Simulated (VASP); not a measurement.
# MgO (P-6m2) in VASP: notebook

Runs on MgO. Level: LDA. Tasks: single point.

Program: VASP 6.6.1. These are calculated values, not measurements. Logs are shortened: lines on timing, memory, paths and dates and some standing lists are left out, and cuts for length are marked.

## 1. The cell of the first run

Symmetry: P-6m2, No. 187, hexagonal system. Conventional cell: a = 2.989 Å, b = 2.989 Å, c = 2.726 Å, α = 90.00°, β = 90.00°, γ = 120.00°. Mg (site symmetry -6m2) has 6 O at 2.20 Å and 8 Mg at 2.73 to 2.99 Å within 3.0 Å. O (site symmetry -6m2) has 6 Mg at 2.20 Å and 8 O at 2.73 to 2.99 Å within 3.0 Å.

## 2. Single point, LDA

Contents of INCAR:

```
  ALGO = Normal
  EDIFF = 1E-6
  ENCUT = 840
  GGA_COMPAT = F
  ISIF = 2
  ISMEAR = 0
  LASPH = T
  LCHARG = F
  LREAL = F
  LWAVE = F
  NBANDS = 15
  NELM = 120
  PREC = Accurate
  SIGMA = 0.01
```

Contents of KPOINTS:

```
k-points
0
Gamma
  7 7 6
```

Contents of POSCAR:

```
MgO
1.0
    2.9893494786      0.0000000000      0.0000000000
   -1.4946747393      2.5888526332      0.0000000000
    0.0000000000      0.0000000000      2.7264960793
Mg O
1 1
Direct
    0.0000000000      0.0000000000      0.0000000000
    0.3333333333      0.6666666667      0.5000000000
```

Potentials or basis: VASP PAW LDA potentials, release 64 (Mg_sv, O).

Command:

```console
$ cat potpaw_LDA.64/Mg_sv/POTCAR potpaw_LDA.64/O/POTCAR > POTCAR
$ mpirun -np 1 vasp_std > vasp.out
```

OUTCAR:

```text
EDIFF = 1E-6
   ENCUT = 840
   ISIF = 2
   ISMEAR = 0
   LASPH = T
   LREAL = F
   NELM = 120
   PREC = Accurate

 ion  position               nearest neighbor table
   1  0.000  0.000  0.000-
   2  0.333  0.667  0.500-

  LATTYP: Found a hexagonal cell.
 ALAT       =     2.9893494786
 C/A-ratio  =     0.9120700336

  Lattice vectors:

 A1 = (   2.9893494786,   0.0000000000,   0.0000000000)
 A2 = (  -1.4946747393,   2.5888526332,   0.0000000000)
 A3 = (   0.0000000000,   0.0000000000,   2.7264960793)

Analysis of symmetry for initial positions (statically):
=====================================================================
 Subroutine PRICEL returns:
 Original cell was already a primitive cell.

 Routine SETGRP: Setting up the symmetry group for a
 hexagonal supercell.

 Subroutine GETGRP returns: Found 12 space group operations
 (whereof 12 operations were pure point group operations)
 out of a pool of 24 trial point group operations.

The static configuration has the point symmetry D_3h.

Analysis of symmetry for dynamics (positions and initial velocities):
=====================================================================
 Subroutine PRICEL returns:
 Original cell was already a primitive cell.

 Routine SETGRP: Setting up the symmetry group for a
 hexagonal supercell.

 Subroutine GETGRP returns: Found 12 space group operations
 (whereof 12 operations were pure point group operations)
 out of a pool of 24 trial point group operations.

The dynamic configuration has the point symmetry D_3h.

 Subroutine INISYM returns: Found 12 space group operations
 (whereof 12 operations are pure point group operations),
 and found     1 'primitive' translations

----------------------------------------------------------------------------------------

                                     Primitive cell

  volume of cell :      21.1003

  direct lattice vectors                    reciprocal lattice vectors
     2.989349479  0.000000000  0.000000000     0.334520941  0.193135752  0.000000000
    -1.494674739  2.588852633  0.000000000     0.000000000  0.386271504  0.000000000
     0.000000000  0.000000000  2.726496079     0.000000000  0.000000000  0.366771112

  length of vectors
     2.989349479  2.989349517  2.726496079     0.386271509  0.386271504  0.366771112

  position of ions in fractional coordinates (direct lattice)
     0.000000000  0.000000000  0.000000000
[... 80 lines left out ...]
   EDIFFG = 0.1E-04   stopping-criterion for IOM
   NSW    =      0    number of steps for IOM
   IBRION =     -1    ionic relax: 0-MD 1-quasi-New 2-CG
   NFREE  =      0    steps in history (QN), initial steepest desc. (CG)
   ISIF   =      2    stress and relaxation
   ISYM   =      2    0-nonsym 1-usesym 2-fastsym
   POTIM  = 0.5000    time-step for ionic-motion
   TEBEG  =    0.0;   TEEND  =   0.0 temperature during run
   PSTRESS=    0.0 pullay stress
   NELECT =      16.0000    total number of electrons
   NUPDOWN=      -1.0000    fix difference up-down
   EMIN   =  10.00;   EMAX   =-10.00  energy-range for DOS
   EFERMI =   0.00;   METHOD = LEGACY
   ISMEAR =     0;   SIGMA  =   0.01  broadening in eV -4-tet -1-fermi 0-gaus
   EFERMI_NEDOS =   21; number of points for ismear=-14 and -15
   IALGO  =     38    algorithm
   IMIX   =      4    mixing-type and parameters
     AMIX     =   0.40;   BMIX     =  1.00
     AMIX_MAG =   1.60;   BMIX_MAG =  1.00
  volume/ion in A,a.u.               =      10.55        71.20
  Fermi-wavevector in a.u.,A,eV,Ry     =   1.492858  2.821093 30.322288  2.228625
  Thomas-Fermi vector in A             =   2.605333
   LORBIT       =      0    0 simple, 1 ext, 2 COOP (PROOUT), +10 PAW based schemes
   GGA     = CA    functional components
   LHFCALC =     F    Hartree Fock is set to
   AEXX    =    0.0000 exact exchange contribution
   IVDW    =     0    specifies the selected vdW correction
   LEPSILON=     F    determine dielectric tensor
   LRPA    =     F    only Hartree local field effects (RPA)
 non-spin polarized calculation
 Gauss-broadening in eV      SIGMA  =   0.01
  energy-cutoff  :      840.00
  volume of cell :       21.10
 maximum number of plane-waves:      1185
   NGX = 15   NGY = 15   NGZ = 13

 number of electron      15.9999988 magnetization

 Free energy of the ion-electron system (eV)
  ---------------------------------------------------
  ext. energy  EPLUGINS =         0.00000000
  ---------------------------------------------------
  free energy    TOTEN  =       -12.42107001 eV

  energy without entropy =      -12.42107001  energy(sigma->0) =      -12.42107001

 E-fermi :   2.5074     XC(G=0): -11.2924

 val. band max:        2.3273297319   @ k =   0.2857   0.2857   0.0000
 cond. band min:       4.9278266624   @ k =   0.0000   0.0000   0.0000
 fundamental gap:      2.6004969305
 Fermi energy:         2.5073813262

 k-point     1 :       0.0000    0.0000    0.0000
  band No.  band energies     occupation
      1     -70.1844      2.00000
      2     -37.6630      2.00000
      3     -37.6630      2.00000
      4     -37.6101      2.00000
      5     -14.5406      2.00000
      6       1.7749      2.00000
      7       1.7749      2.00000
      8       1.9492      2.00000
      9       4.9278      0.00000
     10      13.8087      0.00000
     11      17.2241      0.00000
     12      17.2241      0.00000
     13      21.4404      0.00000
     14      22.1318      0.00000
[... 401 lines left out ...]
      2     -37.7006      2.00000
      3     -37.6859      2.00000
      4     -37.6728      2.00000
      5     -12.9721      2.00000
      6      -0.7266      2.00000
      7      -0.3217      2.00000
      8       0.1715      2.00000
      9       8.9832      0.00000
     10      12.7604      0.00000
     11      15.3420      0.00000
     12      16.4634      0.00000
     13      17.1831      0.00000
     14      22.8935      0.00000
     15      26.7057      0.00000

 [... further k-points ...]
[... 5 lines left out ...]
  --------------------------------------------------------------------------------------
  -------------------------------------------------------------------------------------
  Total       -1.8178604     -1.8178604     -2.1643487      0.0000000      0.0000000      0.0000000
  in kB     -138.0327723   -138.0327770   -164.3421335      0.0000000      0.0000000      0.0000000
  external PRESSURE =    -146.8025609 kB  Pullay stress =       0.0000000 kB

 VOLUME and BASIS-vectors are now :
 -----------------------------------------------------------------------------
  energy-cutoff  :      840.00
  volume of cell :       21.10
      direct lattice vectors                 reciprocal lattice vectors
     2.989349479  0.000000000  0.000000000     0.334520941  0.193135752  0.000000000
    -1.494674739  2.588852633  0.000000000     0.000000000  0.386271504  0.000000000
     0.000000000  0.000000000  2.726496079     0.000000000  0.000000000  0.366771112

 POSITION                                       TOTAL-FORCE (eV/Angst)
 -----------------------------------------------------------------------------------
      0.00000      0.00000      0.00000        -0.000000     -0.000000      0.000000
     -0.00000      1.72590      1.36325         0.000000      0.000000      0.000000
 -----------------------------------------------------------------------------------
    total drift:                                0.000000     -0.000001     -0.000000

  FREE ENERGIE OF THE ION-ELECTRON SYSTEM (eV)
  ---------------------------------------------------
  free  energy   TOTEN  =       -12.4210700082 eV

  energy  without entropy=      -12.4210700082  energy(sigma->0) =      -12.42107001
```

Run time: 12 s. Hardware: 1 thread of Intel Xeon Platinum 8488C (Sapphire Rapids), shared host; peak memory 0.15 GiB.

What came out:

```
Free energy            : -12.4211 eV
Pressure               : -14.7 GPa
Band gap on the k mesh : 2.60 eV (least direct gap 2.98 eV)
```

Levels at points of the mesh, in eV from the valence-band top:
| k point | band 6 | band 7 | band 8 | band 9 | band 10 | band 11 |
| --- | --- | --- | --- | --- | --- | --- |
| (0.00, 0.00, 0.00) | -0.55 | -0.55 | -0.38 | 2.60 | 11.48 | 14.90 |
| (0.00, 0.00, 0.50) | -5.16 | -0.07 | -0.07 | 7.74 | 8.48 | 16.95 |

Caveat: the cell stands under tension. A k mesh can miss the band edges.

## 3. Single point, LDA

This run uses another cell than the first one, of 9.75 Å³/atom.

Contents of INCAR:

```
SYSTEM = MgO
ALGO = Normal
EDIFF = 1E-6
ENCUT = 840
GGA = CA
GGA_COMPAT = .False.
ISIF = 2
ISMEAR = 0
LASPH = .True.
LCHARG = .False.
LREAL = .False.
LWAVE = .False.
NBANDS = 15
NELM = 120
PREC = Accurate
SIGMA = 0.01
```

Contents of KPOINTS:

```
k-points
0
Gamma
  7 7 6
  0 0 0
```

Contents of POSCAR:

```
MgO
1.0
    2.9116686253      0.0000000000      0.0000000000
   -1.4558343127      2.5215790397      0.0000000000
    0.0000000000      0.0000000000      2.6556457008
Mg O
1 1
Direct
    0.0000000000      0.0000000000      0.0000000000
    0.3333333333      0.6666666667      0.5000000000
```

Potentials or basis: VASP PAW LDA potentials, release 64 (Mg_sv, O).

Command:

```console
$ cat potpaw_LDA.64/Mg_sv/POTCAR potpaw_LDA.64/O/POTCAR > POTCAR
$ mpirun -np 1 vasp_std > vasp.out
```

Wall time 22 s (1 thread of Intel Xeon Platinum 8259CL at 2.50GHz (Skylake/Cascade Lake), shared host); peak memory 0.14 GiB.

The run converged. Its results:

| Property | Result |
| --- | --- |
| Free energy | -12.5208 eV |
| Pressure | -5.5 GPa |
| Band gap on the k mesh | 3.18 eV (least direct gap 3.57 eV) |

Stress tensor (GPa, compression positive):
```
-5.47  0.00  0.00
 0.00 -5.47  0.00
 0.00  0.00 -5.63
```

Levels at points of the mesh, in eV from the valence-band top:
| k point | band 6 | band 7 | band 8 | band 9 | band 10 | band 11 |
| --- | --- | --- | --- | --- | --- | --- |
| (0.00, 0.00, 0.00) | -0.61 | -0.61 | -0.39 | 3.18 | 11.73 | 15.54 |
| (0.00, 0.00, 0.50) | -5.53 | -0.08 | -0.08 | 8.41 | 9.11 | 17.51 |

Caveat: the cell stands under tension. A k mesh can miss the band edges.
